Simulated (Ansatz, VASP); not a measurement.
# One calculation of CdF2, two programs

The input INCAR:

```
PREC     = Accurate       # precision mode
ENCUT    = 520            # plane-wave cutoff, eV
EDIFF    = 1E-7           # SCF threshold, eV
ISMEAR   = 0              # smearing method
SIGMA    = 0.05           # smearing width, eV
LREAL    = False          # projectors in reciprocal space
LASPH    = True           # aspherical terms in the spheres
NELM     = 100            # most SCF steps
ALGO     = Normal         # electronic algorithm
ISIF     = 2              # what is computed and relaxed
LWAVE    = False          # write WAVECAR
LCHARG   = False          # write CHGCAR
GGA      = PS             # functional
NBANDS   = 20             # bands
```

The input KPOINTS:

```
Automatic mesh
0
Gamma
  8 8 8
```

File POSCAR:

```
CdF2
1.0
    0.1400409562      2.7658088851      2.7658088851
    2.7658088851      0.1400409562      2.7658088851
    2.7658088851      2.7658088851      0.1400409562
Cd F
1 2
Direct
    0.0000000000      0.0000000000      0.0000000000
    0.2500000000      0.2500000000      0.2500000000
    0.7500000000      0.7500000000      0.7500000000
```

Input for Ansatz:

```yaml
crystal:
  lattice:
    - [0.1400409562, 2.7658088851, 2.7658088851]
    - [2.7658088851, 0.1400409562, 2.7658088851]
    - [2.7658088851, 2.7658088851, 0.1400409562]
  atoms:
    - { symbol: Cd, position: [0.0, 0.0, 0.0] }
    - { symbol: F, position: [0.25, 0.25, 0.25] }
    - { symbol: F, position: [0.75, 0.75, 0.75] }
basis:
  ecutwfc: 420
kpoints:
  mp_grid: { grid: [8, 8, 8] }
hamiltonian:
  xc: pbesol
scf:
  occupations: { method: gaussian, width: 0.05 }
output:
  forces: true
  stress: true
  eigenvalues: true
```

Alike in both runs: task single point; functional PBEsol; k mesh 8 × 8 × 8; occupations gaussian, width 0.05 eV; no spin polarisation.

```csv
,VASP,Ansatz
version,VASP 6.6.1,Ansatz 0.2.0
potentials or method,"VASP PAW PBE potentials, release 64 (Cd, F), cutoff 520 eV","scalar-relativistic, plane waves, PAW"
valence electrons in the cell,26,34
```

Ansatz gave:

```
gap on the k mesh at the Fermi level (eV)                     : 2.97
least direct gap on the mesh (eV)                             : 3.34
pressure (GPa)                                                : 0.5
traceless stress, the component that is largest in VASP (GPa) : -0.96
rms of the force components (eV/Å)                            : 0.051
```

**Question.** Which values does VASP return?

**Answer.** gap on the k mesh at the Fermi level (eV): 2.94; least direct gap on the mesh (eV): 3.30; pressure (GPa): 1.3; traceless stress, the component that is largest in VASP (GPa): -1.14; rms of the force components (eV/Å): 0.067.

VASP's potentials were made for PBE, not for PBEsol. Atom by atom the forces differ by 0.016 eV/Å (rms over components). VASP's potentials hold 26 valence electrons a cell and Ansatz's 34, so a difference there can come from the potentials and not from the codes.
